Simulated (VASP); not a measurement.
# PtSe2 (Fd-3m) in VASP: further runs, part 2 of 3

VASP 6.6.1. Earlier steps stand in the parts before.

## (3) Relaxation of cell and atoms, PBE

This run uses another cell than the first one, of 23.34 Å³/atom.

File INCAR:

```
SYSTEM = PtSe2
PREC = Accurate
ENCUT = 600
EDIFF = 1E-6
ISMEAR = 0
SIGMA = 0.1
LREAL = .False.
LASPH = .True.
NELM = 60
ALGO = Normal
ISIF = 3
LWAVE = .False.
LCHARG = .False.
GGA = PE
IBRION = 2
NSW = 90
EDIFFG = -0.04
```

File KPOINTS:

```
Automatic mesh
0
Gamma
  4 4 4
  0 0 0
```

File POSCAR:

```
PtSe2
1.0
    0.0000000000      4.1217364527      4.1217364527
    4.1217364527      0.0000000000      4.1217364527
    4.1217364527      4.1217364527      0.0000000000
Pt Se
2 4
Direct
    0.0000000000      0.0000000000      0.0000000000
    0.2500000000      0.2500000000      0.2500000000
    0.6250000000      0.6250000000      0.6250000000
    0.1250000000      0.6250000000      0.6250000000
    0.6250000000      0.6250000000      0.1250000000
    0.6250000000      0.1250000000      0.6250000000
```

Potentials or basis: VASP PAW PBE potentials, release 64 (Pt, Se).

The run is started by

```
> cat potpaw_PBE.64/Pt/POTCAR potpaw_PBE.64/Se/POTCAR > POTCAR
> mpirun -np 1 vasp_std > vasp.out
```

OUTCAR:

```text
SYSTEM = PtSe2
   PREC = Accurate
   ENCUT = 600
   EDIFF = 1E-6
   ISMEAR = 0
   LREAL = .False.
   LASPH = .True.
   NELM = 60
   ISIF = 3
   GGA = PE
   IBRION = 2
   NSW = 90
   EDIFFG = -0.04

 ion  position               nearest neighbor table
   1  0.000  0.000  0.000-
   2  0.250  0.250  0.250-
   3  0.625  0.625  0.625-
   4  0.125  0.625  0.625-
   5  0.625  0.625  0.125-
   6  0.625  0.125  0.625-

  LATTYP: Found a face centered cubic cell.
 ALAT       =     8.2434729054

  Lattice vectors:

 A1 = (   0.0000000000,   4.1217364527,   4.1217364527)
 A2 = (   4.1217364527,   0.0000000000,   4.1217364527)
 A3 = (   4.1217364527,   4.1217364527,   0.0000000000)

Analysis of symmetry for initial positions (statically):
=====================================================================
 Subroutine PRICEL returns:
 Original cell was already a primitive cell.

 Routine SETGRP: Setting up the symmetry group for a
 face centered cubic supercell.

 Subroutine GETGRP returns: Found 48 space group operations
 (whereof 24 operations were pure point group operations)
 out of a pool of 48 trial point group operations.

The static configuration has the point symmetry T_d .
 The point group associated with its full space group is O_h .

Analysis of symmetry for dynamics (positions and initial velocities):
=====================================================================
 Subroutine PRICEL returns:
 Original cell was already a primitive cell.

 Routine SETGRP: Setting up the symmetry group for a
 face centered cubic supercell.

 Subroutine GETGRP returns: Found 48 space group operations
 (whereof 24 operations were pure point group operations)
 out of a pool of 48 trial point group operations.

The dynamic configuration has the point symmetry T_d .
 The point group associated with its full space group is O_h .

 Subroutine INISYM returns: Found 48 space group operations
 (whereof 24 operations are pure point group operations),
 and found     1 'primitive' translations

----------------------------------------------------------------------------------------

                                     Primitive cell

  volume of cell :     140.0460

  direct lattice vectors                    reciprocal lattice vectors
     0.000000000  4.121736453  4.121736453    -0.121308096  0.121308096  0.121308096
     4.121736453  0.000000000  4.121736453     0.121308096 -0.121308096  0.121308096
     4.121736453  4.121736453  0.000000000     0.121308096  0.121308096 -0.121308096

  length of vectors
     5.829015592  5.829015592  5.829015592     0.210111785  0.210111785  0.210111785

  position of ions in fractional coordinates (direct lattice)
     0.000000000  0.000000000  0.000000000
     0.250000000  0.250000000  0.250000000
     0.625000000  0.625000000  0.625000000
     0.125000000  0.625000000  0.625000000
     0.625000000  0.625000000  0.125000000
     0.625000000  0.125000000  0.625000000

  ion indices of the primitive-cell ions
   primitive index   ion index
                 1           1
                 2           2
                 3           3
                 4           4
                 5           5
                 6           6

----------------------------------------------------------------------------------------

 KPOINTS: Automatic mesh

Automatic generation of k-mesh.
 Grid dimensions read from file:
 generate k-points for:    4    4    4

 Generating k-lattice:

  Cartesian coordinates                     Fractional coordinates (reciprocal lattice)
    -0.030327024  0.030327024  0.030327024     0.250000000  0.000000000  0.000000000
     0.030327024 -0.030327024  0.030327024     0.000000000  0.250000000  0.000000000
     0.030327024  0.030327024 -0.030327024     0.000000000  0.000000000  0.250000000

  Length of vectors
     0.052527946  0.052527946  0.052527946

  Shift w.r.t. Gamma in fractional coordinates (k-lattice)
     0.000000000  0.000000000  0.000000000

 Subroutine IBZKPT returns following result:
 ===========================================

 Found      8 irreducible k-points:

 Following reciprocal coordinates:
            Coordinates               Weight
  0.000000  0.000000  0.000000      1.000000
  0.250000  0.000000  0.000000      8.000000
  0.500000  0.000000  0.000000      4.000000
  0.250000  0.250000  0.000000      6.000000
  0.500000  0.250000  0.000000     24.000000
 -0.250000  0.250000  0.000000     12.000000
  0.500000  0.500000  0.000000      3.000000
 -0.250000  0.500000  0.250000      6.000000
   k-points           NKPTS =      8   k-points in BZ     NKDIM =      8   number of bands    NBANDS=     26
   number of dos      NEDOS =    301   number of ions     NIONS =      6
   total plane-waves  NPLWV = 110592
   dimension x,y,z NGX =    48 NGY =   48 NGZ =   48
   dimension x,y,z NGXF=    96 NGYF=   96 NGZF=   96
   ions per type =               2   4
   NGX,Y,Z   is equivalent  to a cutoff of  13.69, 13.69, 13.69 a.u.
   NGXF,Y,Z  is equivalent  to a cutoff of  27.38, 27.38, 27.38 a.u.
 SYSTEM =  PtSe2
   PREC   = accura    normal or accurate (medium, high low for compatibility)
   ISTART =      0    job   : 0-new  1-cont  2-samecut
   ICHARG =      2    charge: 1-file 2-atom 10-const
   ISPIN  =      1    spin polarized calculation?
   LNONCOLLINEAR =      F non collinear calculations
   LSORBIT =      F    spin-orbit coupling
   LASPH  =      T    aspherical Exc in radial PAW
   ENCUT  =  600.0 eV  44.10 Ry    6.64 a.u.  11.64 11.64 11.64*2*pi/ulx,y,z
   NELM   =     60;   NELMIN=  2; NELMDL= -5     # of ELM steps
   EDIFF  = 0.1E-05   stopping-criterion for ELM
   LREAL  =      F    real-space projection
   EDIFFG = -.4E-01   stopping-criterion for IOM
   NSW    =     90    number of steps for IOM
   IBRION =      2    ionic relax: 0-MD 1-quasi-New 2-CG
   NFREE  =      1    steps in history (QN), initial steepest desc. (CG)
   ISIF   =      3    stress and relaxation
   ISYM   =      2    0-nonsym 1-usesym 2-fastsym
   POTIM  = 0.5000    time-step for ionic-motion
   TEBEG  =    0.0;   TEEND  =   0.0 temperature during run
   PSTRESS=    0.0 pullay stress
   NELECT =      44.0000    total number of electrons
   NUPDOWN=      -1.0000    fix difference up-down
   EMIN   =  10.00;   EMAX   =-10.00  energy-range for DOS
   EFERMI =   0.00;   METHOD = LEGACY
   ISMEAR =     0;   SIGMA  =   0.10  broadening in eV -4-tet -1-fermi 0-gaus
   EFERMI_NEDOS =   21; number of points for ismear=-14 and -15
   IALGO  =     38    algorithm
   IMIX   =      4    mixing-type and parameters
     AMIX     =   0.40;   BMIX     =  1.00
     AMIX_MAG =   1.60;   BMIX_MAG =  1.00
  volume/ion in A,a.u.               =      23.34       157.51
  Fermi-wavevector in a.u.,A,eV,Ry     =   1.112933  2.103138 16.852432  1.238619
  Thomas-Fermi vector in A             =   2.249512
   LORBIT       =      0    0 simple, 1 ext, 2 COOP (PROOUT), +10 PAW based schemes
   GGA     = PE    functional components
   LHFCALC =     F    Hartree Fock is set to
   AEXX    =    0.0000 exact exchange contribution
   IVDW    =     0    specifies the selected vdW correction
   LEPSILON=     F    determine dielectric tensor
   LRPA    =     F    only Hartree local field effects (RPA)
 conjugate gradient relaxation of ions
 non-spin polarized calculation
 Gauss-broadening in eV      SIGMA  =   0.10
  energy-cutoff  :      600.00
  volume of cell :      140.05
 maximum number of plane-waves:      4720
 NGX is ok and might be reduce to    48
   NGX = 23   NGY = 23   NGZ = 23

--------------------------------------- Ionic step        1  -------------------------------------------

 number of electron      44.0000005 magnetization

 Free energy of the ion-electron system (eV)
  ---------------------------------------------------
  ext. energy  EPLUGINS =         0.00000000
  ---------------------------------------------------
  free energy    TOTEN  =       -19.06717006 eV

  energy without entropy =      -19.02919533  energy(sigma->0) =      -19.04818270

 E-fermi :   4.4967     XC(G=0): -10.2585

 val. band max:        4.4052965189   @ k =   0.2500   0.2500   0.0000
 cond. band min:       4.5036401556   @ k =   0.5000   0.5000   0.0000
 fundamental gap:      0.0983436366
 Fermi energy:         4.4966743811

 k-point     1 :       0.0000    0.0000    0.0000
  band No.  band energies     occupation
      1     -11.0190      2.00000
      2      -7.7735      2.00000
      3      -7.7735      2.00000
      4      -7.7735      2.00000
      5      -2.9140      2.00000
      6      -0.6032      2.00000
[... 298 lines left out ...]
  energy  without entropy=      -19.7952526927  energy(sigma->0) =      -19.80954424

--------------------------------------- Ionic step        3  -------------------------------------------

 number of electron      43.9999997 magnetization

 Free energy of the ion-electron system (eV)
  ---------------------------------------------------
  ext. energy  EPLUGINS =         0.00000000
  ---------------------------------------------------
  free energy    TOTEN  =       -19.84502783 eV

  energy without entropy =      -19.81441430  energy(sigma->0) =      -19.82972107

 E-fermi :   6.7073     XC(G=0): -11.1269

 val. band max:        6.6961022398   @ k =   0.5000   0.5000   0.0000
 cond. band min:       6.7166125082   @ k =   0.5000   0.0000   0.0000
 fundamental gap:      0.0205102684
 Fermi energy:         6.7073364516

 k-point     1 :       0.0000    0.0000    0.0000
  band No.  band energies     occupation
      1     -10.3701      2.00000
      2      -5.9473      2.00000
      3      -5.9473      2.00000
      4      -5.9473      2.00000
      5      -2.3834      2.00000
      6       0.3016      2.00000
[... 254 lines left out ...]
  FREE ENERGIE OF THE ION-ELECTRON SYSTEM (eV)
  ---------------------------------------------------
  free  energy   TOTEN  =       -19.8450278348 eV

  energy  without entropy=      -19.8144142980  energy(sigma->0) =      -19.82972107

 reached required accuracy - stopping structural energy minimisation
```

Run time: 88 s. Hardware: 1 thread of Intel Xeon 6975P-C (Granite Rapids), shared host; peak memory 0.35 GiB.

Results:

```
Free energy                           : -19.8450 eV
Relaxed volume                        : 19.56 Å³/atom
Relaxed cell                          : a = 5.496 Å, b = 5.496 Å, c = 5.496 Å, α = 60.00°, β = 60.00°, γ = 60.00°
Space group after relaxing (to 0.1 Å) : Fd-3m (No. 227)
Energy gained by relaxing             : 129.6 meV/atom
Ionic steps                           : 3
Pressure after relaxing               : 0.0 GPa
Band gap on the k mesh                : zero (bands 22 and 23 overlap by 1.69 eV)
```

Step by step:
```csv
step,energy change (eV),largest force (eV/Å),pressure (GPa),volume (Å³)
1,0.0000,0.0000,-9.30,140.05
2,-0.7567,0.0000,2.26,114.35
3,-0.7779,0.0000,0.04,117.37
```

Final structure:
```cif
data_structure
_symmetry_space_group_name_H-M 'P 1'
_symmetry_Int_Tables_number 1
_cell_length_a 5.4957
_cell_length_b 5.4957
_cell_length_c 5.4957
_cell_angle_alpha 60.000
_cell_angle_beta 60.000
_cell_angle_gamma 60.000
_cell_volume 117.37
loop_
_atom_site_label
_atom_site_type_symbol
_atom_site_fract_x
_atom_site_fract_y
_atom_site_fract_z
_atom_site_occupancy
Pt1 Pt 0.00000 0.00000 0.00000 1
Pt2 Pt 0.25000 0.25000 0.25000 1
Se1 Se 0.62500 0.62500 0.62500 1
Se2 Se 0.12500 0.62500 0.62500 1
Se3 Se 0.62500 0.62500 0.12500 1
Se4 Se 0.62500 0.12500 0.62500 1
```

Levels at points of the mesh, in eV from the Fermi level:
| k point | band 20 | band 21 | band 22 | band 23 | band 24 | band 25 |
| --- | --- | --- | --- | --- | --- | --- |
| (0.00, 0.00, 0.00) | -0.15 | -0.15 | 1.46 | 1.46 | 1.46 | 2.40 |
| (0.50, 0.00, 0.00) | -0.84 | -0.84 | -0.23 | -0.23 | 0.01 | 1.54 |
| (0.50, 0.50, 0.00) | -1.08 | -0.61 | -0.61 | -0.01 | -0.01 | 1.75 |

Caveat: the volume moved by over 15 % at a fixed basis, so the end points are rough; spin-orbit coupling is left out, which moves the levels of the heavy elements.

(Part 2 of 3 ends here.)
